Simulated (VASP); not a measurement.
# HfN (Fm-3m) in VASP: notebook, part 2 of 2

VASP 6.6.1. The steps go on from the part before.

**4. Single point, PBE**

This run uses another cell than the first one, of 11.77 Å³/atom, 1.051 times its volume.

Contents of INCAR:

```
SYSTEM = HfN
PREC = Accurate ; ENCUT = 520
EDIFF = 1E-6 ; ISMEAR = -1
SIGMA = 0.1 ; LREAL = .False.
LASPH = .True. ; NELM = 80
ALGO = Normal ; ISIF = 2
LWAVE = .False. ; LCHARG = .False.
GGA = PE ; NBANDS = 14
```

Contents of KPOINTS:

```
Automatic mesh
0
Gamma
  11 11 11
  0 0 0
```

Contents of POSCAR:

```
HfN
1.0
    0.0000000000      2.2746454736      2.2746454736
    2.2746454736      0.0000000000      2.2746454736
    2.2746454736      2.2746454736      0.0000000000
Hf N
1 1
Direct
    0.0000000000      0.0000000000      0.0000000000
    0.5000000000      0.5000000000      0.5000000000
```

Potentials or basis: VASP PAW PBE potentials, release 64 (Hf_pv, N).

The run is started by

```
cat potpaw_PBE.64/Hf_pv/POTCAR potpaw_PBE.64/N/POTCAR > POTCAR
mpirun -np 1 vasp_std > vasp.out
```

OUTCAR:

```text
SYSTEM = HfN
   PREC = Accurate
   ENCUT = 520
   EDIFF = 1E-6
   ISMEAR = -1
   LREAL = .False.
   LASPH = .True.
   NELM = 80
   ISIF = 2
   GGA = PE

 ion  position               nearest neighbor table
   1  0.000  0.000  0.000-   2 2.27   2 2.27   2 2.27   2 2.27   2 2.27   2 2.27
   2  0.500  0.500  0.500-   1 2.27   1 2.27   1 2.27   1 2.27   1 2.27   1 2.27

  LATTYP: Found a face centered cubic cell.
 ALAT       =     4.5492909472

  Lattice vectors:

 A1 = (   0.0000000000,   2.2746454736,   2.2746454736)
 A2 = (   2.2746454736,   0.0000000000,   2.2746454736)
 A3 = (   2.2746454736,   2.2746454736,   0.0000000000)

Analysis of symmetry for initial positions (statically):
=====================================================================
 Subroutine PRICEL returns:
 Original cell was already a primitive cell.

 Routine SETGRP: Setting up the symmetry group for a
 face centered cubic supercell.

 Subroutine GETGRP returns: Found 48 space group operations
 (whereof 48 operations were pure point group operations)
 out of a pool of 48 trial point group operations.

The static configuration has the point symmetry O_h .

Analysis of symmetry for dynamics (positions and initial velocities):
=====================================================================
 Subroutine PRICEL returns:
 Original cell was already a primitive cell.

 Routine SETGRP: Setting up the symmetry group for a
 face centered cubic supercell.

 Subroutine GETGRP returns: Found 48 space group operations
 (whereof 48 operations were pure point group operations)
 out of a pool of 48 trial point group operations.

The dynamic configuration has the point symmetry O_h .

 Subroutine INISYM returns: Found 48 space group operations
 (whereof 48 operations are pure point group operations),
 and found     1 'primitive' translations

----------------------------------------------------------------------------------------
[... 116 lines left out ...]
  Thomas-Fermi vector in A             =   2.530918
   LORBIT       =      0    0 simple, 1 ext, 2 COOP (PROOUT), +10 PAW based schemes
   GGA     = PE    functional components
   LHFCALC =     F    Hartree Fock is set to
   AEXX    =    0.0000 exact exchange contribution
   IVDW    =     0    specifies the selected vdW correction
   LEPSILON=     F    determine dielectric tensor
   LRPA    =     F    only Hartree local field effects (RPA)
 non-spin polarized calculation
  energy-cutoff  :      520.00
  volume of cell :       23.54
 maximum number of plane-waves:       643
   NGX = 11   NGY = 11   NGZ = 11

 number of electron      15.0000000 magnetization

 Free energy of the ion-electron system (eV)
  ---------------------------------------------------
  ext. energy  EPLUGINS =         0.00000000
  ---------------------------------------------------
  free energy    TOTEN  =       -21.76215264 eV

  energy without entropy =      -21.73907499  energy(sigma->0) =      -21.75061381

 E-fermi :   8.1640     XC(G=0): -12.6239

 val. band max:        8.1400182146   @ k =   0.4545   0.1818   0.0000
 cond. band min:       8.1874243761   @ k =  -0.0909   0.0909   0.0000
 fundamental gap:      0.0474061615
 Fermi energy:         8.1639685988

 k-point     1 :       0.0000    0.0000    0.0000
  band No.  band energies     occupation
      1     -23.0335      2.00000
      2     -23.0335      2.00000
      3     -23.0335      2.00000
      4      -9.1852      2.00000
      5       5.1991      2.00000
      6       5.1991      2.00000
      7       5.1991      2.00000
      8       7.8655      1.90374
      9       7.8655      1.90374
     10       7.8655      1.90374
     11       9.8023      0.00000
     12      10.1196      0.00000
     13      10.1196      0.00000
     14      17.7148      0.00000
[... 377 lines left out ...]
      1     -23.5308      2.00000
      2     -23.2172      2.00000
      3     -23.0667      2.00000
      4      -7.7338      2.00000
      5       1.3097      2.00000
      6       2.7608      2.00000
      7       3.4678      2.00000
      8       9.0283      0.00035
      9       9.2477      0.00004
     10      11.1624      0.00000
     11      11.3426      0.00000
     12      14.2128      0.00000
     13      15.1823      0.00000
     14      20.3127      0.00000

 [... further k-points ...]
[... 5 lines left out ...]
  --------------------------------------------------------------------------------------
  -------------------------------------------------------------------------------------
  Total       -0.3627546     -0.3627546     -0.3627546      0.0000000      0.0000000      0.0000000
  in kB      -24.6917777    -24.6917777    -24.6917777      0.0000000      0.0000000      0.0000000
  external PRESSURE =     -24.6917777 kB  Pullay stress =       0.0000000 kB

 VOLUME and BASIS-vectors are now :
 -----------------------------------------------------------------------------
  energy-cutoff  :      520.00
  volume of cell :       23.54
      direct lattice vectors                 reciprocal lattice vectors
     0.000000000  2.274645474  2.274645474    -0.219814475  0.219814475  0.219814475
     2.274645474  0.000000000  2.274645474     0.219814475 -0.219814475  0.219814475
     2.274645474  2.274645474  0.000000000     0.219814475  0.219814475 -0.219814475

 POSITION                                       TOTAL-FORCE (eV/Angst)
 -----------------------------------------------------------------------------------
      0.00000      0.00000      0.00000         0.000000      0.000000      0.000000
      2.27465      2.27465      2.27465        -0.000000     -0.000000     -0.000000
 -----------------------------------------------------------------------------------
    total drift:                                0.000000     -0.000000     -0.000000

  FREE ENERGIE OF THE ION-ELECTRON SYSTEM (eV)
  ---------------------------------------------------
  free  energy   TOTEN  =       -21.7621526356 eV

  energy  without entropy=      -21.7390749918  energy(sigma->0) =      -21.75061381
```

OSZICAR:

```text
N       E                     dE             d eps       ncg     rms          rms(c)
DAV:   1     0.380061043006E+02    0.38006E+02   -0.77196E+03  1568   0.100E+03
DAV:   2    -0.226865525261E+02   -0.60693E+02   -0.56489E+02  2078   0.235E+02
DAV:   3    -0.247674213867E+02   -0.20809E+01   -0.20730E+01  1754   0.355E+01
DAV:   4    -0.247750752152E+02   -0.76538E-02   -0.76529E-02  1874   0.255E+00
DAV:   5    -0.247751257561E+02   -0.50541E-04   -0.50540E-04  1814   0.177E-01    0.471E+01
DAV:   6    -0.218766503229E+02    0.28985E+01   -0.83658E+00  1712   0.220E+01    0.404E+01
DAV:   7    -0.217916839517E+02    0.84966E-01   -0.47282E-01  1964   0.606E+00    0.262E+01
DAV:   8    -0.217686197568E+02    0.23064E-01   -0.12271E-01  1808   0.301E+00    0.619E+00
DAV:   9    -0.217622524862E+02    0.63673E-02   -0.17079E-02  1730   0.106E+00    0.197E+00
DAV:  10    -0.217621891140E+02    0.63372E-04   -0.10662E-03  2072   0.316E-01    0.468E-01
DAV:  11    -0.217621545536E+02    0.34560E-04   -0.72692E-05  1856   0.842E-02    0.113E-01
DAV:  12    -0.217621528041E+02    0.17495E-05   -0.80589E-06  2104   0.240E-02    0.147E-02
DAV:  13    -0.217621526356E+02    0.16850E-06   -0.18204E-07  1006   0.442E-03
   1 F= -.21762153E+02 E0= -.21750614E+02  d E =-.230776E-01
```

stdout:

```text
POSCAR found type information on POSCAR HfN
 POSCAR found :  2 types and       2 ions
 scaLAPACK will be used
 LDA part: xc-table for (Slater+PW92), standard interpolation
 POSCAR, INCAR and KPOINTS ok, starting setup
 FFT: planning ... GRIDC
 FFT: planning ... GRID_SOFT
 FFT: planning ... GRID
 WAVECAR not read
 entering main loop
```

It took 37 s on 1 thread of AMD EPYC 7R13, shared host; peak memory 0.12 GiB.

What came out:

- Free energy: -21.7622 eV
- Pressure: -2.5 GPa

Levels at points of the mesh, in eV from the Fermi level:
```
           k point  band 4  band 5  band 6  band 7  band 8  band 9  band 10  band 11  band 12  band 13
(0.00, 0.00, 0.00)  -17.35   -2.96   -2.96   -2.96   -0.30   -0.30    -0.30     1.64     1.96     1.96
```

Caveat: spin-orbit coupling is left out, which moves the levels of the heavy elements.

**5. The runs side by side**

| cell | gap on the mesh (eV) | pressure (GPa) |
| --- | --- | --- |
| a = 3.164 Å, angles 60.0°, 2 atoms | none | 12.0 |
| a = 3.190 Å, angles 60.0°, 2 atoms | none | 4.3 |
| a = 3.217 Å, angles 60.0°, 2 atoms | none | -2.5 |

Alike in all rows: task single point; level PBE; potentials or basis VASP PAW PBE potentials, release 64 (Hf_pv, N); no spin polarisation; k mesh 11 × 11 × 11; cutoff (eV) 520; smearing fermi-dirac 0.1 eV.

Caveats: spin-orbit coupling is left out, which moves the levels of the heavy elements.

Total energies depend on the potentials used, so only differences within one code and one set of settings carry meaning.
